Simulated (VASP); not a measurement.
# Ni: single point with LDA

The system is Ni.

```
Ni
1.0
    -1.29514    1.29514    1.29514
     1.29514   -1.29514    1.29514
     1.29514    1.29514   -1.29514
Ni
1
Direct
  0.00000 0.00000 0.00000
```

This isn't the form of Ni at room conditions, which is fcc.

* Program: VASP 6.6.1
* Task: single point
* Functional: LDA
* Potentials or basis: VASP PAW LDA potentials, release 64 (Ni)
* Cutoff: 520 eV
* k mesh: 17 × 17 × 17
* Occupations: fermi-dirac, width 0.05 eV
* Spin: no spin polarisation
* Dipole correction: no
* Further INCAR settings: ALGO = Normal; EDIFF = 1e-06; NBANDS = 11

```yaml
Pressure: 51.5 GPa
Band_gap_on_the_k_mesh: zero (bands 5 and 6 overlap by 1.39 eV)
```

Levels at points of the mesh, in eV from the Fermi level:
```tsv
k point	band 1	band 2	band 3	band 4	band 5	band 6	band 7	band 8	band 9	band 10
(0.00, 0.00, 0.00)	-10.44	-2.62	-2.62	-2.62	-0.74	-0.74	28.85	28.85	28.85	35.57
```

Wall time 24 s on 1 thread of Intel Xeon 8259CL (shared host), peak memory 0.13 GiB.

Caveat: the cell stands under pressure; the run has no spin polarisation, though such a crystal can be magnetic. Spin polarisation is off, so any magnetic state and its effect on volume and gap are missing.
